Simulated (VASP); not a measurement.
A run of VASP 6.6.1 is set up as follows.

File POSCAR:

```
Cs
1.0
    0.0000000000      3.7461214313      3.7461214313
    3.7461214313      0.0000000000      3.7461214313
    3.7461214313      3.7461214313      0.0000000000
Cs
1
Direct
    0.0000000000      0.0000000000      0.0000000000
```

INCAR.step1

```
SYSTEM = Cs
ALGO = Normal ; EDIFF = 1E-4
ENCUT = 520 ; GGA = PE
ISMEAR = 0 ; LASPH = .TRUE.
LCHARG = .FALSE. ; LREAL = .FALSE.
LWAVE = .TRUE. ; NBANDS = 10
NELM = 80 ; PREC = Accurate
SIGMA = 0.05
```

INCAR.step2

```
SYSTEM = Cs
ALGO = Normal ; EDIFF = 1E-6
ENCUT = 520 ; ISIF = 2
ISMEAR = 0 ; ISTART = 1
LASPH = .TRUE. ; LCHARG = .FALSE.
LMIXTAU = .TRUE. ; LREAL = .FALSE.
LWAVE = .FALSE. ; METAGGA = R2SCAN
NBANDS = 10 ; NELM = 80
PREC = Accurate ; SIGMA = 0.05
```

File KPOINTS:

```
k-points
0
G
  10 10 10
  0 0 0
```

Potentials or basis: VASP PAW PBE potentials, release 64 (Cs_sv).

Command:

```sh
$ cat potpaw_PBE.64/Cs_sv/POTCAR > POTCAR
$ cp INCAR.step1 INCAR
$ mpirun -np 1 vasp_std > vasp.out
$ cp INCAR.step2 INCAR
$ mpirun -np 1 vasp_std > vasp.out
```

Q: Estimate the band gap on the k mesh.

A: Zero (an odd number of electrons rules out a gap without spin polarisation).

Q: What does it give for the pressure?

A: 0.4 GPa.

Caveat: the PAW data sets were made with another functional, which shifts forces and pressure a little; spin-orbit coupling is left out, which moves the levels of the heavy elements.
